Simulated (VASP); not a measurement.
# Zr5N (F-43m) in VASP: notebook

Runs on Zr5N. Level: PBE. Tasks: relaxation of cell and atoms, single point.

Program: VASP 6.6.1. These are calculated values, not measurements. Logs are shortened: lines on timing, memory, paths and dates and some standing lists are left out, and cuts for length are marked.

**1. The cell of the first run**

The structure is cubic, space group F-43m (No. 216). Conventional cell: a = 7.253 Å, b = 7.253 Å, c = 7.253 Å, α = 90.00°, β = 90.00°, γ = 90.00°. Zr (site symmetry 3m) has 9 Zr at 2.56 to 3.01 Å and 3 N at 3.01 Å within 3.4 Å. Within 4.0 Å of Zr (site symmetry -43m) lie 12 Zr at 3.01 Å and 4 N at 3.14 Å. N (site symmetry -43m) has 16 Zr at 3.01 to 3.14 Å within 4.0 Å.

The cell was generated, and may not be a known phase.

**2. Relaxation of cell and atoms, PBE**

INCAR

```
PREC     = Accurate       # precision mode
ENCUT    = 600            # plane-wave cutoff, eV
EDIFF    = 1E-6           # SCF threshold, eV
ISMEAR   = 0              # smearing method
SIGMA    = 0.1            # smearing width, eV
LREAL    = False          # projectors in reciprocal space
LASPH    = True           # aspherical terms in the spheres
NELM     = 80             # most SCF steps
ALGO     = Normal         # electronic algorithm
ISIF     = 3              # what is computed and relaxed
LWAVE    = False          # write WAVECAR
LCHARG   = False          # write CHGCAR
GGA      = PE             # functional
IBRION   = 2              # ionic algorithm
NSW      = 90             # ionic steps
EDIFFG   = -0.04          # ionic threshold
```

KPOINTS

```
Automatic mesh
0
Gamma
  4 4 4
```

POSCAR

```
Zr5N
1.0
    0.0000000000      3.6265983200      3.6265983200
    3.6265983200      0.0000000000      3.6265983200
    3.6265983200      3.6265983200      0.0000000000
Zr N
5 1
Direct
    0.6247520300      0.1257439000      0.6247520300
    0.2500000000      0.2500000000      0.2500000000
    0.1257439000      0.6247520300      0.6247520300
    0.6247520300      0.6247520300      0.6247520300
    0.6247520300      0.6247520300      0.1257439000
    0.0000000000      0.0000000000      0.0000000000
```

Potentials or basis: VASP PAW PBE potentials, release 64 (Zr_sv, N).

The run is started by

```sh
$ cat potpaw_PBE.64/Zr_sv/POTCAR potpaw_PBE.64/N/POTCAR > POTCAR
$ mpirun -np 1 vasp_std > vasp.out
```

OUTCAR:

```text
PREC = Accurate
   ENCUT = 600
   EDIFF = 1E-6
   ISMEAR = 0
   LREAL = False
   LASPH = True
   NELM = 80
   ISIF = 3
   GGA = PE
   IBRION = 2
   NSW = 90
   EDIFFG = -0.04

 ion  position               nearest neighbor table
   1  0.625  0.126  0.625-   3 2.56   4 2.56   5 2.56   3 2.57   5 2.57   4 2.57   2 3.01   2 3.01
                             2 3.01
   2  0.250  0.250  0.250-   1 3.01   3 3.01   5 3.01   4 3.01   4 3.01   4 3.01   3 3.01   5 3.01
                             1 3.01   5 3.01   3 3.01   1 3.01
   3  0.126  0.625  0.625-   1 2.56   4 2.56   5 2.56   1 2.57   5 2.57   4 2.57   2 3.01   2 3.01
                             2 3.01
   4  0.625  0.625  0.625-   1 2.56   3 2.56   5 2.56   3 2.57   1 2.57   5 2.57   2 3.01   2 3.01
                             2 3.01
   5  0.625  0.625  0.126-   1 2.56   3 2.56   4 2.56   1 2.57   3 2.57   4 2.57   2 3.01   2 3.01
                             2 3.01
   6  0.000  0.000  0.000-

  LATTYP: Found a face centered cubic cell.
 ALAT       =     7.2531966400

  Lattice vectors:

 A1 = (   0.0000000000,   3.6265983200,   3.6265983200)
 A2 = (   3.6265983200,   0.0000000000,   3.6265983200)
 A3 = (   3.6265983200,   3.6265983200,   0.0000000000)

Analysis of symmetry for initial positions (statically):
=====================================================================
 Subroutine PRICEL returns:
 Original cell was already a primitive cell.

 Routine SETGRP: Setting up the symmetry group for a
 face centered cubic supercell.

 Subroutine GETGRP returns: Found 24 space group operations
 (whereof 24 operations were pure point group operations)
 out of a pool of 48 trial point group operations.

The static configuration has the point symmetry T_d .

Analysis of symmetry for dynamics (positions and initial velocities):
=====================================================================
 Subroutine PRICEL returns:
 Original cell was already a primitive cell.

 Routine SETGRP: Setting up the symmetry group for a
 face centered cubic supercell.

 Subroutine GETGRP returns: Found 24 space group operations
 (whereof 24 operations were pure point group operations)
 out of a pool of 48 trial point group operations.

The dynamic configuration has the point symmetry T_d .

 Subroutine INISYM returns: Found 24 space group operations
 (whereof 24 operations are pure point group operations),
 and found     1 'primitive' translations

----------------------------------------------------------------------------------------

                                     Primitive cell

  volume of cell :      95.3956

  direct lattice vectors                    reciprocal lattice vectors
     0.000000000  3.626598320  3.626598320    -0.137870245  0.137870245  0.137870245
     3.626598320  0.000000000  3.626598320     0.137870245 -0.137870245  0.137870245
     3.626598320  3.626598320  0.000000000     0.137870245  0.137870245 -0.137870245

  length of vectors
     5.128784529  5.128784529  5.128784529     0.238798270  0.238798270  0.238798270

  position of ions in fractional coordinates (direct lattice)
     0.624752030  0.125743900  0.624752030
     0.250000000  0.250000000  0.250000000
     0.125743900  0.624752030  0.624752030
     0.624752030  0.624752030  0.624752030
     0.624752030  0.624752030  0.125743900
     0.000000000  0.000000000  0.000000000

  ion indices of the primitive-cell ions
   primitive index   ion index
                 1           1
                 2           2
                 3           3
                 4           4
                 5           5
                 6           6

----------------------------------------------------------------------------------------

 KPOINTS: Automatic mesh

Automatic generation of k-mesh.
 Grid dimensions read from file:
 generate k-points for:    4    4    4

 Generating k-lattice:

  Cartesian coordinates                     Fractional coordinates (reciprocal lattice)
    -0.034467561  0.034467561  0.034467561     0.250000000  0.000000000  0.000000000
     0.034467561 -0.034467561  0.034467561     0.000000000  0.250000000  0.000000000
     0.034467561  0.034467561 -0.034467561     0.000000000  0.000000000  0.250000000

  Length of vectors
     0.059699567  0.059699567  0.059699567

  Shift w.r.t. Gamma in fractional coordinates (k-lattice)
     0.000000000  0.000000000  0.000000000

 Subroutine IBZKPT returns following result:
 ===========================================

 Found      8 irreducible k-points:

 Following reciprocal coordinates:
            Coordinates               Weight
  0.000000  0.000000  0.000000      1.000000
  0.250000  0.000000  0.000000      8.000000
  0.500000  0.000000  0.000000      4.000000
  0.250000  0.250000  0.000000      6.000000
  0.500000  0.250000  0.000000     24.000000
 -0.250000  0.250000  0.000000     12.000000
  0.500000  0.500000  0.000000      3.000000
 -0.250000  0.500000  0.250000      6.000000
   k-points           NKPTS =      8   k-points in BZ     NKDIM =      8   number of bands    NBANDS=     39
   number of dos      NEDOS =    301   number of ions     NIONS =      6
   total plane-waves  NPLWV =  74088
   dimension x,y,z NGX =    42 NGY =   42 NGZ =   42
   dimension x,y,z NGXF=    84 NGYF=   84 NGZF=   84
   ions per type =               5   1
   NGX,Y,Z   is equivalent  to a cutoff of  13.61, 13.61, 13.61 a.u.
   NGXF,Y,Z  is equivalent  to a cutoff of  27.23, 27.23, 27.23 a.u.
 SYSTEM =  unknown system
   PREC   = accura    normal or accurate (medium, high low for compatibility)
   ISTART =      0    job   : 0-new  1-cont  2-samecut
   ICHARG =      2    charge: 1-file 2-atom 10-const
   ISPIN  =      1    spin polarized calculation?
   LNONCOLLINEAR =      F non collinear calculations
   LSORBIT =      F    spin-orbit coupling
   LASPH  =      T    aspherical Exc in radial PAW
   ENCUT  =  600.0 eV  44.10 Ry    6.64 a.u.  10.24 10.24 10.24*2*pi/ulx,y,z
   NELM   =     80;   NELMIN=  2; NELMDL= -5     # of ELM steps
   EDIFF  = 0.1E-05   stopping-criterion for ELM
   LREAL  =      F    real-space projection
   EDIFFG = -.4E-01   stopping-criterion for IOM
   NSW    =     90    number of steps for IOM
   IBRION =      2    ionic relax: 0-MD 1-quasi-New 2-CG
   NFREE  =      1    steps in history (QN), initial steepest desc. (CG)
   ISIF   =      3    stress and relaxation
   ISYM   =      2    0-nonsym 1-usesym 2-fastsym
   POTIM  = 0.5000    time-step for ionic-motion
   TEBEG  =    0.0;   TEEND  =   0.0 temperature during run
   PSTRESS=    0.0 pullay stress
   NELECT =      65.0000    total number of electrons
   NUPDOWN=      -1.0000    fix difference up-down
   EMIN   =  10.00;   EMAX   =-10.00  energy-range for DOS
   EFERMI =   0.00;   METHOD = LEGACY
   ISMEAR =     0;   SIGMA  =   0.10  broadening in eV -4-tet -1-fermi 0-gaus
   EFERMI_NEDOS =   21; number of points for ismear=-14 and -15
   IALGO  =     38    algorithm
   IMIX   =      4    mixing-type and parameters
     AMIX     =   0.40;   BMIX     =  1.00
     AMIX_MAG =   1.60;   BMIX_MAG =  1.00
  volume/ion in A,a.u.               =      15.90       107.29
  Fermi-wavevector in a.u.,A,eV,Ry     =   1.440577  2.722296 28.235657  2.075262
  Thomas-Fermi vector in A             =   2.559306
   LORBIT       =      0    0 simple, 1 ext, 2 COOP (PROOUT), +10 PAW based schemes
   GGA     = PE    functional components
   LHFCALC =     F    Hartree Fock is set to
   AEXX    =    0.0000 exact exchange contribution
   IVDW    =     0    specifies the selected vdW correction
   LEPSILON=     F    determine dielectric tensor
   LRPA    =     F    only Hartree local field effects (RPA)
 conjugate gradient relaxation of ions
 non-spin polarized calculation
 Gauss-broadening in eV      SIGMA  =   0.10
  energy-cutoff  :      600.00
  volume of cell :       95.40
 maximum number of plane-waves:      3218
 NGX is ok and might be reduce to    42
   NGX = 21   NGY = 21   NGZ = 21

--------------------------------------- Ionic step        1  -------------------------------------------

 number of electron      65.0000000 magnetization

 Free energy of the ion-electron system (eV)
  ---------------------------------------------------
  ext. energy  EPLUGINS =         0.00000000
  ---------------------------------------------------
  free energy    TOTEN  =       -40.65362159 eV

  energy without entropy =      -40.62348898  energy(sigma->0) =      -40.63855528

 E-fermi :  11.4937     XC(G=0): -12.2766

 val. band max:       11.4599027016   @ k =  -0.2500   0.2500   0.0000
 cond. band min:      11.5139751744   @ k =  -0.2500   0.5000   0.2500
 fundamental gap:      0.0540724728
 Fermi energy:        11.4937403539

 k-point     1 :       0.0000    0.0000    0.0000
  band No.  band energies     occupation
      1     -37.1023      2.00000
      2     -36.5599      2.00000
      3     -36.0101      2.00000
      4     -36.0101      2.00000
      5     -36.0101      2.00000
      6     -17.9311      2.00000
[... 362 lines left out ...]
  energy  without entropy=      -40.6234889751  energy(sigma->0) =      -40.63855528

--------------------------------------- Ionic step        2  -------------------------------------------

 number of electron      64.9999998 magnetization

 E-fermi :   5.6555     XC(G=0):  -9.8514

 val. band max:        5.6189526346   @ k =  -0.2500   0.2500   0.0000
 cond. band min:       5.6864356636   @ k =   0.5000   0.2500   0.0000
 fundamental gap:      0.0674830290
 Fermi energy:         5.6554913598

 k-point     1 :       0.0000    0.0000    0.0000
  band No.  band energies     occupation
      1     -43.8314      2.00000
      2     -43.1897      2.00000
      3     -43.0286      2.00000
      4     -43.0286      2.00000
      5     -43.0286      2.00000
      6     -21.9017      2.00000
[... 522 lines left out ...]
  energy  without entropy=      -44.1096436350  energy(sigma->0) =      -44.12839084

--------------------------------------- Ionic step        7  -------------------------------------------

 number of electron      64.9999999 magnetization

 Free energy of the ion-electron system (eV)
  ---------------------------------------------------
  ext. energy  EPLUGINS =         0.00000000
  ---------------------------------------------------
  free energy    TOTEN  =       -44.14841122 eV

  energy without entropy =      -44.11047473  energy(sigma->0) =      -44.12944297

 E-fermi :   7.6112     XC(G=0): -10.7467

 val. band max:        7.5216830813   @ k =   0.2500   0.0000   0.0000
 cond. band min:       7.6574425206   @ k =   0.5000   0.2500   0.0000
 fundamental gap:      0.1357594392
 Fermi energy:         7.6111831863

 k-point     1 :       0.0000    0.0000    0.0000
  band No.  band energies     occupation
      1     -41.2764      2.00000
      2     -40.8609      2.00000
      3     -40.5047      2.00000
      4     -40.5047      2.00000
      5     -40.5047      2.00000
      6     -20.2643      2.00000
[... 358 lines left out ...]
  FREE ENERGIE OF THE ION-ELECTRON SYSTEM (eV)
  ---------------------------------------------------
  free  energy   TOTEN  =       -44.1484112192 eV

  energy  without entropy=      -44.1104747285  energy(sigma->0) =      -44.12944297

 reached required accuracy - stopping structural energy minimisation
```

Run time: 3.1 min. Hardware: 1 thread of AMD EPYC 9R45 (Zen 5), shared host; peak memory 0.24 GiB.

What came out:

```
Free energy                           : -44.1484 eV
Relaxed volume                        : 21.88 Å³/atom
Relaxed cell                          : a = 5.704 Å, b = 5.704 Å, c = 5.704 Å, α = 60.00°, β = 60.00°, γ = 60.00°
Space group after relaxing (to 0.1 Å) : F-43m (No. 216)
Energy gained by relaxing             : 582.5 meV/atom
Ionic steps                           : 7
Pressure after relaxing               : -0.1 GPa
Largest force after relaxing          : 0.005 eV/Å
Band gap on the k mesh                : zero (an odd number of electrons rules out a gap without spin polarisation)
```

Forces on the atoms (eV/Å):
```
Zr   0.003 -0.003  0.003
Zr   0.000  0.000  0.000
Zr  -0.003  0.003  0.003
Zr  -0.003 -0.003 -0.003
Zr   0.003  0.003 -0.003
N    0.000  0.000  0.000
```

Step by step:
```csv
step,energy change (eV),largest force (eV/Å),pressure (GPa),volume (Å³)
1,0.0000,0.3597,40.07,95.40
2,-2.2593,0.5350,-11.01,161.50
3,-3.4779,0.4736,-0.10,130.86
4,-3.4769,0.4693,0.34,130.07
5,-3.4931,0.0796,0.53,130.13
6,-3.4935,0.0029,0.50,130.12
7,-3.4948,0.0046,-0.14,131.25
```

Final structure:
```
Zr N
1.0
     0.00000    4.03361    4.03361
     4.03361    0.00000    4.03361
     4.03361    4.03361    0.00000
Zr N
5 1
Cartesian
  3.0448 5.0224 3.0448
  2.0168 2.0168 2.0168
  5.0224 3.0448 3.0448
  5.0224 5.0224 5.0224
  3.0448 3.0448 5.0224
  4.0336 4.0336 8.0672
```

Caveat: the k points lie up to 0.34 Å⁻¹ apart in the final cell, too coarse for converged energies and pressures of a metal; the volume moved by over 15 % at a fixed basis, so the end points are rough.

**3. Single point, PBE**

This run uses another cell than the first one, of 21.93 Å³/atom.

INCAR

```
PREC = Accurate
ENCUT = 520
EDIFF = 1E-6
ISMEAR = 0
SIGMA = 0.1
LREAL = False
LASPH = True
NELM = 80
ALGO = Normal
ISIF = 2
LWAVE = False
LCHARG = True
GGA = PE
LELF = True
LVHAR = True
NBANDS = 42
```

KPOINTS

```
Automatic mesh
0
Gamma
  8 8 8
```

POSCAR

```
Zr5N
1.0
    0.0000000000      4.0370231167      4.0370231167
    4.0370231167      0.0000000000      4.0370231167
    4.0370231167      4.0370231167      0.0000000000
Zr N
5 1
Direct
    0.8676101606      0.3774632798      0.3774632798
    0.7500000000      0.7500000000      0.7500000000
    0.3774632798      0.3774632798      0.8676101606
    0.3774632798      0.8676101606      0.3774632798
    0.3774632798      0.3774632798      0.3774632798
    0.0000000000      0.0000000000      0.0000000000
```

Potentials or basis: VASP PAW PBE potentials, release 64 (Zr_sv, N).

The run is started by

```sh
$ cat potpaw_PBE.64/Zr_sv/POTCAR potpaw_PBE.64/N/POTCAR > POTCAR
$ mpirun -np 1 vasp_std > vasp.out
```

Run time: 2.2 min. Hardware: 1 thread of AMD EPYC 9R45 (Zen 5), shared host; peak memory 0.28 GiB.

It converged, with:

```
Free energy            : -44.1138 eV
Pressure               : 0.0 GPa
Largest force          : 0.006 eV/Å
Band gap on the k mesh : zero (an odd number of electrons rules out a gap without spin polarisation)
```

Forces on the atoms (eV/Å):
```
Zr  -0.003  0.003  0.003
Zr   0.000  0.000  0.000
Zr   0.003  0.003 -0.003
Zr   0.003 -0.003  0.003
Zr  -0.003 -0.003 -0.003
N    0.000  0.000  0.000
```

Levels at points of the mesh, in eV from the Fermi level:
```csv
k point,band 28,band 29,band 30,band 31,band 32,band 33,band 34,band 35,band 36,band 37
"(0.00, 0.00, 0.00)",-2.12,-2.12,-0.74,-0.74,0.20,0.20,0.20,0.93,0.93,1.85
"(0.50, 0.00, 0.00)",-1.31,-0.81,-0.63,-0.63,0.14,0.14,0.17,0.48,0.91,0.94
"(0.50, 0.50, 0.00)",-0.98,-0.98,-0.80,-0.21,-0.16,0.42,0.48,0.81,0.81,0.98
```

[end of part 1 of 2]

The gap in the log of VASP goes by the Fermi energy; the results here count the filled bands.